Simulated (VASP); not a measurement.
# InSb (I4/mmm) in VASP: notebook

Runs on InSb. Level: PBEsol. Tasks: single point.

Program: VASP 6.6.1. These are calculated values, not measurements. Logs are shortened: lines on timing, memory, paths and dates and some standing lists are left out, and cuts for length are marked.

**1. The cell of the first run**

It takes space group I4/mmm (No. 139, tetragonal). The conventional cell has a = 4.108 Å, b = 4.108 Å, c = 6.172 Å, α = 90.00°, β = 90.00°, γ = 90.00°. Within 3.8 Å of In (site symmetry 4/mmm) lie 6 Sb at 2.90 to 3.09 Å. Within 3.8 Å of Sb (site symmetry 4/mmm) lie 6 In at 2.90 to 3.09 Å.

**2. Single point, PBEsol (26.04 Å³/atom)**

INCAR

```
SYSTEM = InSb
PREC = Accurate
ENCUT = 520
EDIFF = 1E-6
ISMEAR = 0
SIGMA = 0.15
LREAL = .False.
LASPH = .True.
NELM = 100
ALGO = Normal
ISIF = 2
LWAVE = .False.
LCHARG = .True.
GGA = PS
LELF = .True.
LVHAR = .True.
NBANDS = 16
```

KPOINTS

```
regular mesh
0
Gamma
  14 14 14
  0 0 0
```

POSCAR

```
InSb
1.0
    0.0000000000      2.9046810692      3.0862236361
    2.9046810692      0.0000000000      3.0862236361
    2.9046810692      2.9046810692      0.0000000000
In Sb
1 1
Direct
    0.0000000000      0.0000000000      0.0000000000
    0.5000000000      0.5000000000      0.5000000000
```

Potentials or basis: VASP PAW PBE potentials, release 64 (In_d, Sb).

Launch:

```bash
cat potpaw_PBE.64/In_d/POTCAR potpaw_PBE.64/Sb/POTCAR > POTCAR
mpirun -np 1 vasp_std > vasp.out
```

OUTCAR:

```text
SYSTEM = InSb
   PREC = Accurate
   ENCUT = 520
   EDIFF = 1E-6
   ISMEAR = 0
   LREAL = .False.
   LASPH = .True.
   NELM = 100
   ISIF = 2
   GGA = PS

 ion  position               nearest neighbor table
   1  0.000  0.000  0.000-   2 2.90   2 2.90   2 2.90   2 2.90   2 3.09   2 3.09
   2  0.500  0.500  0.500-   1 2.90   1 2.90   1 2.90   1 2.90   1 3.09   1 3.09

  LATTYP: Found a body centered tetragonal cell.
 ALAT       =     4.1078393624
 C/A-ratio  =     1.5026019101

  Lattice vectors:

 A1 = (  -2.9046810692,   0.0000000000,   3.0862236361)
 A2 = (   2.9046810692,   0.0000000000,   3.0862236361)
 A3 = (   0.0000000000,   2.9046810692,  -3.0862236361)

Analysis of symmetry for initial positions (statically):
=====================================================================
 Subroutine PRICEL returns:
 Original cell was already a primitive cell.

 Routine SETGRP: Setting up the symmetry group for a
 body centered tetragonal supercell.

 Subroutine GETGRP returns: Found 16 space group operations
 (whereof 16 operations were pure point group operations)
 out of a pool of 16 trial point group operations.

The static configuration has the point symmetry D_4h.

Analysis of symmetry for dynamics (positions and initial velocities):
=====================================================================
 Subroutine PRICEL returns:
 Original cell was already a primitive cell.

 Routine SETGRP: Setting up the symmetry group for a
 body centered tetragonal supercell.

 Subroutine GETGRP returns: Found 16 space group operations
 (whereof 16 operations were pure point group operations)
 out of a pool of 16 trial point group operations.

The dynamic configuration has the point symmetry D_4h.

 Subroutine INISYM returns: Found 16 space group operations
 (whereof 16 operations are pure point group operations),
 and found     1 'primitive' translations

----------------------------------------------------------------------------------------

                                     Primitive cell

  volume of cell :      52.0780

  direct lattice vectors                    reciprocal lattice vectors
     0.000000000  2.904681069  3.086223636    -0.172135938  0.172135938  0.162010294
     2.904681069  0.000000000  3.086223636     0.172135938 -0.172135938  0.162010294
     2.904681069  2.904681069  0.000000000     0.172135938  0.172135938 -0.162010294

  length of vectors
     4.238153896  4.238153896  4.107839362     0.292419045  0.292419045  0.292419045

  position of ions in fractional coordinates (direct lattice)
     0.000000000  0.000000000  0.000000000
     0.500000000  0.500000000  0.500000000

  ion indices of the primitive-cell ions
   primitive index   ion index
                 1           1
                 2           2

----------------------------------------------------------------------------------------

 KPOINTS: regular mesh

Automatic generation of k-mesh.
 Grid dimensions read from file:
 generate k-points for:   14   14   14

 Generating k-lattice:

  Cartesian coordinates                     Fractional coordinates (reciprocal lattice)
    -0.012295424  0.012295424  0.011572164     0.071428571  0.000000000  0.000000000
     0.012295424 -0.012295424  0.011572164     0.000000000  0.071428571  0.000000000
     0.012295424  0.012295424 -0.011572164     0.000000000  0.000000000  0.071428571

  Length of vectors
     0.020887075  0.020887075  0.020887075

  Shift w.r.t. Gamma in fractional coordinates (k-lattice)
     0.000000000  0.000000000  0.000000000

 Subroutine IBZKPT returns following result:
 ===========================================

 Found    244 irreducible k-points:

 Following reciprocal coordinates:
            Coordinates               Weight
  0.000000  0.000000  0.000000      1.000000
  0.071429  0.000000  0.000000      8.000000
  0.142857  0.000000  0.000000      8.000000
  0.214286  0.000000  0.000000      8.000000
  0.285714  0.000000  0.000000      8.000000
  0.357143  0.000000  0.000000      8.000000
[... 16 lines left out ...]
  0.214286  0.142857  0.000000      8.000000
  0.285714  0.142857  0.000000      8.000000
 [... further k-points ...]
   k-points           NKPTS =    244   k-points in BZ     NKDIM =    244   number of bands    NBANDS=     16
   number of dos      NEDOS =    301   number of ions     NIONS =      2
   total plane-waves  NPLWV =  32768
   dimension x,y,z NGX =    32 NGY =   32 NGZ =   32
   dimension x,y,z NGXF=    64 NGYF=   64 NGZF=   64
   ions per type =               1   1
   NGX,Y,Z   is equivalent  to a cutoff of  12.55, 12.55, 12.95 a.u.
   NGXF,Y,Z  is equivalent  to a cutoff of  25.10, 25.10, 25.90 a.u.
 SYSTEM =  InSb
   PREC   = accura    normal or accurate (medium, high low for compatibility)
   ISTART =      0    job   : 0-new  1-cont  2-samecut
   ICHARG =      2    charge: 1-file 2-atom 10-const
   ISPIN  =      1    spin polarized calculation?
   LNONCOLLINEAR =      F non collinear calculations
   LSORBIT =      F    spin-orbit coupling
   LASPH  =      T    aspherical Exc in radial PAW
   ENCUT  =  520.0 eV  38.22 Ry    6.18 a.u.   7.88  7.88  7.64*2*pi/ulx,y,z
   NELM   =    100;   NELMIN=  2; NELMDL= -5     # of ELM steps
   EDIFF  = 0.1E-05   stopping-criterion for ELM
   LREAL  =      F    real-space projection
   EDIFFG = 0.1E-04   stopping-criterion for IOM
   NSW    =      0    number of steps for IOM
   IBRION =     -1    ionic relax: 0-MD 1-quasi-New 2-CG
   NFREE  =      0    steps in history (QN), initial steepest desc. (CG)
   ISIF   =      2    stress and relaxation
   ISYM   =      2    0-nonsym 1-usesym 2-fastsym
   POTIM  = 0.5000    time-step for ionic-motion
   TEBEG  =    0.0;   TEEND  =   0.0 temperature during run
   PSTRESS=    0.0 pullay stress
   NELECT =      18.0000    total number of electrons
   NUPDOWN=      -1.0000    fix difference up-down
   EMIN   =  10.00;   EMAX   =-10.00  energy-range for DOS
   EFERMI =   0.00;   METHOD = LEGACY
   ISMEAR =     0;   SIGMA  =   0.15  broadening in eV -4-tet -1-fermi 0-gaus
   EFERMI_NEDOS =   21; number of points for ismear=-14 and -15
   IALGO  =     38    algorithm
   IMIX   =      4    mixing-type and parameters
     AMIX     =   0.40;   BMIX     =  1.00
     AMIX_MAG =   1.60;   BMIX_MAG =  1.00
  volume/ion in A,a.u.               =      26.04       175.72
  Fermi-wavevector in a.u.,A,eV,Ry     =   1.148896  2.171100 17.959189  1.319963
  Thomas-Fermi vector in A             =   2.285569
   LORBIT       =      0    0 simple, 1 ext, 2 COOP (PROOUT), +10 PAW based schemes
   GGA     = PS    functional components
   LHFCALC =     F    Hartree Fock is set to
   AEXX    =    0.0000 exact exchange contribution
   IVDW    =     0    specifies the selected vdW correction
   LEPSILON=     F    determine dielectric tensor
   LRPA    =     F    only Hartree local field effects (RPA)
 non-spin polarized calculation
 Gauss-broadening in eV      SIGMA  =   0.15
  energy-cutoff  :      520.00
  volume of cell :       52.08
 maximum number of plane-waves:      1422
   NGX = 15   NGY = 15   NGZ = 15

 number of electron      18.0000006 magnetization

 Free energy of the ion-electron system (eV)
  ---------------------------------------------------
  ext. energy  EPLUGINS =         0.00000000
  ---------------------------------------------------
  free energy    TOTEN  =        -7.46311508 eV

  energy without entropy =       -7.44939507  energy(sigma->0) =       -7.45625508

 E-fermi :   7.7568     XC(G=0): -10.3411

 val. band max:        7.7532802247   @ k =   0.3571  -0.0000   0.2143
 cond. band min:       7.7621058648   @ k =   0.2857   0.0714   0.0000
 fundamental gap:      0.0088256401
 Fermi energy:         7.7567754141

 k-point     1 :       0.0000    0.0000    0.0000
  band No.  band energies     occupation
      1      -6.7467      2.00000
      2      -6.7340      2.00000
      3      -6.7170      2.00000
      4      -6.6861      2.00000
      5      -6.6861      2.00000
      6      -3.9341      2.00000
[... 8 lines left out ...]
     15      14.7584      0.00000
     16      14.7585      0.00000

 k-point     2 :       0.0714    0.0000    0.0000
  band No.  band energies     occupation
      1      -6.7496      2.00000
      2      -6.7350      2.00000
      3      -6.7154      2.00000
      4      -6.6861      2.00000
      5      -6.6847      2.00000
      6      -3.8733      2.00000
[... 8 lines left out ...]
     15      14.4440      0.00000
     16      14.5186      0.00000

 k-point     3 :       0.1429    0.0000    0.0000
  band No.  band energies     occupation
      1      -6.7579      2.00000
      2      -6.7390      2.00000
      3      -6.7103      2.00000
      4      -6.6855      2.00000
      5      -6.6805      2.00000
      6      -3.6918      2.00000
[... 8 lines left out ...]
     15      14.4801      0.00000
     16      14.6122      0.00000

 k-point     4 :       0.2143    0.0000    0.0000
  band No.  band energies     occupation
      1      -6.7703      2.00000
      2      -6.7460      2.00000
      3      -6.7042      2.00000
      4      -6.6825      2.00000
      5      -6.6741      2.00000
      6      -3.3939      2.00000
[... 8 lines left out ...]
     15      15.0807      0.00000
     16      15.1114      0.00000
[... 324 lines left out ...]
 k-point    22 :       0.1429    0.1429    0.0000
  band No.  band energies     occupation
      1      -6.7635      2.00000
      2      -6.7429      2.00000
      3      -6.7217      2.00000
      4      -6.6764      2.00000
      5      -6.6764      2.00000
      6      -3.6275      2.00000
[... 8 lines left out ...]
     15      15.6649      0.00000
     16      15.6649      0.00000

 k-point    23 :       0.2143    0.1429    0.0000
  band No.  band energies     occupation
      1      -6.7771      2.00000
      2      -6.7447      2.00000
      3      -6.7223      2.00000
      4      -6.6722      2.00000
      5      -6.6706      2.00000
      6      -3.4162      2.00000
[... 8 lines left out ...]
     15      15.8677      0.00000
     16      16.0080      0.00000

 k-point    24 :       0.2857    0.1429    0.0000
  band No.  band energies     occupation
      1      -6.7879      2.00000
      2      -6.7531      2.00000
      3      -6.7196      2.00000
      4      -6.6692      2.00000
      5      -6.6632      2.00000
      6      -3.0943      2.00000
[... 8 lines left out ...]
     15      16.2530      0.00000
     16      16.5571      0.00000

 [... further k-points ...]

------------------------ aborting loop because EDIFF is reached ----------------------------------------

  FORCE on cell =-STRESS in cart. coord.  units (eV):
  Direction    XX          YY          ZZ          XY          YZ          ZX
  --------------------------------------------------------------------------------------
  -------------------------------------------------------------------------------------
  Total        2.0405462      2.0405462     -0.1540279      0.0000000     -0.0000000      0.0000000
  in kB       62.7773117     62.7773117     -4.7386626      0.0000000     -0.0000000      0.0000000
  external PRESSURE =      40.2719869 kB  Pullay stress =       0.0000000 kB

 VOLUME and BASIS-vectors are now :
 -----------------------------------------------------------------------------
  energy-cutoff  :      520.00
  volume of cell :       52.08
      direct lattice vectors                 reciprocal lattice vectors
     0.000000000  2.904681069  3.086223636    -0.172135938  0.172135938  0.162010294
     2.904681069  0.000000000  3.086223636     0.172135938 -0.172135938  0.162010294
     2.904681069  2.904681069  0.000000000     0.172135938  0.172135938 -0.162010294

 POSITION                                       TOTAL-FORCE (eV/Angst)
 -----------------------------------------------------------------------------------
      0.00000      0.00000      0.00000         0.000000     -0.000000      0.000000
      2.90468      2.90468      3.08622        -0.000000      0.000000      0.000000
 -----------------------------------------------------------------------------------
    total drift:                                0.000000     -0.000000     -0.000000

  FREE ENERGIE OF THE ION-ELECTRON SYSTEM (eV)
  ---------------------------------------------------
  free  energy   TOTEN  =        -7.4631150798 eV

  energy  without entropy=       -7.4493950717  energy(sigma->0) =       -7.45625508
```

Wall time 54 s (1 thread of Intel Xeon 6975P-C (Granite Rapids), shared host); peak memory 0.34 GiB.

Results:

```yaml
Free_energy: -7.4631 eV
Pressure: 4.0 GPa
Band_gap_on_the_k_mesh: zero (bands 9 and 10 overlap by 3.01 eV)
```

Levels at points of the mesh, in eV from the Fermi level:
| k point | band 6 | band 7 | band 8 | band 9 | band 10 | band 11 | band 12 | band 13 |
| --- | --- | --- | --- | --- | --- | --- | --- | --- |
| (0.00, 0.00, 0.00) | -11.69 | -0.29 | -0.29 | 0.30 | 0.34 | 5.22 | 5.99 | 6.37 |
| (0.50, 0.00, 0.00) | -9.58 | -6.98 | 0.16 | 0.58 | 1.86 | 2.65 | 2.67 | 3.74 |
| (0.50, 0.50, 0.00) | -9.07 | -5.04 | -2.81 | -2.26 | -2.26 | 3.19 | 9.14 | 9.14 |
| (0.50, 0.00, 0.50) | -8.44 | -5.06 | -3.51 | -2.89 | -2.19 | 2.93 | 7.89 | 9.91 |

Caveat: the stress differs along the axes, from -0 to 6 GPa; the PAW data sets were made with another functional, which shifts forces and pressure a little; spin-orbit coupling is left out, which moves the levels of the heavy elements.

**3. Single point, PBEsol (26.04 Å³/atom)**

INCAR

```
SYSTEM = InSb
  ALGO = Normal
  EDIFF = 1E-6
  ENCUT = 520
  GGA = PS
  ISIF = 2
  ISMEAR = 0
  LASPH = .True.
  LCHARG = .False.
  LREAL = .False.
  LWAVE = .False.
  NBANDS = 16
  NELM = 100
  PREC = Accurate
  SIGMA = 0.15
```

KPOINTS

```
k-points
0
Gamma
  14 14 14
  0 0 0
```

POSCAR

```
InSb
1.0
    0.0000000000      3.0245644463      2.8464176004
    3.0245644463      0.0000000000      2.8464176004
    3.0245644463      3.0245644463      0.0000000000
In Sb
1 1
Direct
    0.0000000000      0.0000000000      0.0000000000
    0.5000000000      0.5000000000      0.5000000000
```

Potentials or basis: VASP PAW PBE potentials, release 64 (In_d, Sb).

Launch:

```bash
cat potpaw_PBE.64/In_d/POTCAR potpaw_PBE.64/Sb/POTCAR > POTCAR
mpirun -np 1 vasp_std > vasp.out
```

It took 54 s on 1 thread of Intel Xeon 6975P-C (Granite Rapids), shared host; peak memory 0.34 GiB.

It converged, with:

```
Free energy            : -7.4546 eV
Pressure               : 4.0 GPa
Band gap on the k mesh : zero (bands 9 and 10 overlap by 3.29 eV)
```

Stress tensor (GPa, compression positive):
```
1.24 0.00 0.00
0.00 1.24 0.00
0.00 0.00 9.67
```

Levels at points of the mesh, in eV from the Fermi level:
```tsv
k point	band 5	band 6	band 7	band 8	band 9	band 10	band 11	band 12	band 13	band 14
(0.00, 0.00, 0.00)	-14.45	-11.70	-0.55	0.14	0.14	0.29	5.75	5.75	6.12	6.12
(0.50, 0.00, 0.00)	-14.42	-9.58	-6.99	0.20	0.51	2.00	2.19	2.96	3.75	10.44
(0.50, 0.50, 0.00)	-14.41	-8.26	-5.05	-3.73	-2.65	-2.65	2.81	8.79	8.79	10.97
(0.50, 0.00, 0.50)	-14.40	-8.86	-5.06	-3.06	-2.71	-2.00	3.11	8.00	10.11	10.71
```

Caveat: the stress differs along the axes, from 1 to 10 GPa; the PAW data sets were made with another functional, which shifts forces and pressure a little; spin-orbit coupling is left out, which moves the levels of the heavy elements.

**4. Single point, PBEsol (26.04 Å³/atom)**

INCAR

```
PREC = Accurate
ENCUT = 520
EDIFF = 1E-6
ISMEAR = 0
SIGMA = 0.15
LREAL = False
LASPH = True
NELM = 80
ALGO = Normal
ISIF = 2
LWAVE = False
LCHARG = True
GGA = PS
LELF = True
LVHAR = True
NBANDS = 16
```

KPOINTS

```
Automatic mesh
0
Gamma
  14 14 14
```

POSCAR

```
InSb
1.0
    0.0000000000      2.7895187282      3.3463066663
    2.7895187282      0.0000000000      3.3463066663
    2.7895187282      2.7895187282      0.0000000000
In Sb
1 1
Direct
    0.0000000000      0.0000000000      0.0000000000
    0.5000000000      0.5000000000      0.5000000000
```

Launch:

```bash
cat potpaw_PBE.64/In_d/POTCAR potpaw_PBE.64/Sb/POTCAR > POTCAR
mpirun -np 1 vasp_std > vasp.out
```

Run time: 61 s. Hardware: 1 thread of Intel Xeon 6975P-C (Granite Rapids), shared host; peak memory 0.34 GiB.

It converged, with:

```
Free energy            : -7.1335 eV
Pressure               : 7.8 GPa
Band gap on the k mesh : zero (bands 9 and 10 overlap by 3.06 eV)
```

Stress tensor (GPa, compression positive):
```
13.91  0.00  0.00
 0.00 13.91  0.00
 0.00  0.00 -4.31
```

Levels at points of the mesh, in eV from the Fermi level:
| k point | band 7 | band 8 | band 9 | band 10 | band 11 | band 12 |
| --- | --- | --- | --- | --- | --- | --- |
| (0.00, 0.00, 0.00) | -0.67 | -0.67 | 0.55 | 0.71 | 3.74 | 5.63 |
| (0.50, 0.00, 0.00) | -7.15 | -0.37 | 1.01 | 1.09 | 3.13 | 3.28 |
| (0.50, 0.50, 0.00) | -5.02 | -1.96 | -1.96 | -1.69 | 3.59 | 9.52 |
| (0.50, 0.00, 0.50) | -5.16 | -3.79 | -3.73 | -1.65 | 2.92 | 6.10 |

Caveat: the stress differs along the axes, from -4 to 14 GPa; the PAW data sets were made with another functional, which shifts forces and pressure a little; spin-orbit coupling is left out, which moves the levels of the heavy elements.

**5. Summary**

| cell | gap on the mesh (eV) | pressure (GPa) |
| --- | --- | --- |
| a = 4.238, b = 4.238, c = 4.108 Å, angles 61.0, 61.0, 58.0°, 2 atoms | none | 4.0 |
| a = 4.153, b = 4.153, c = 4.277 Å, angles 59.0, 59.0, 62.0°, 2 atoms | none | 4.0 |
| a = 4.357, b = 4.357, c = 3.945 Å, angles 63.1, 63.1, 53.8°, 2 atoms | none | 7.8 |

Alike in all rows: task single point; level PBEsol; potentials or basis VASP PAW PBE potentials, release 64 (In_d, Sb); no spin polarisation; k mesh 14 × 14 × 14; cutoff (eV) 520; smearing gaussian 0.15 eV.

Caveats: the PAW data sets were made with another functional, which shifts forces and pressure a little; spin-orbit coupling is left out, which moves the levels of the heavy elements; the stress differs along the axes, from -0 to 6 GPa (at least some runs); the stress differs along the axes, from 1 to 10 GPa (at least some runs); the stress differs along the axes, from -4 to 14 GPa (at least some runs).

Absolute energies hang on the potentials; compare differences alone.
